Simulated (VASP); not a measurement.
Input of a VASP 6.6.1 run:

Contents of INCAR:

```
PREC = Accurate
ENCUT = 600
EDIFF = 1E-6
ISMEAR = -1
SIGMA = 0.08
LREAL = F
LASPH = T
NELM = 120
ALGO = Normal
ISIF = 2
LWAVE = F
LCHARG = T
GGA = PE
LELF = T
LVHAR = T
NBANDS = 15
GGA_COMPAT = F
```

KPOINTS

```
Automatic mesh
0
Gamma
  17 17 10
```

POSCAR

```
Fe
1.0
    2.4341575853      0.0000000000      0.0000000000
   -1.2170787927      2.1080423057      0.0000000000
    0.0000000000      0.0000000000      3.9187731594
Fe
2
Direct
    0.3333333333      0.6666666667      0.2500000000
    0.6666666667      0.3333333333      0.7500000000
```

Potentials or basis: VASP PAW PBE potentials, release 64 (Fe).

Run with:

```console
$ cat potpaw_PBE.64/Fe/POTCAR > POTCAR
$ mpirun -np 1 vasp_std > vasp.out
```

(1) Predict the band gap on the k mesh.

(2) What does it give for the pressure?

Results:

(1) zero (bands 8 and 9 overlap by 1.88 eV).

(2) 3.7 GPa.

Caveat: the cell differs from its parent crystal (zz strain of +2 %); the cell stands under pressure; the run has no spin polarisation, though such a crystal can be magnetic.
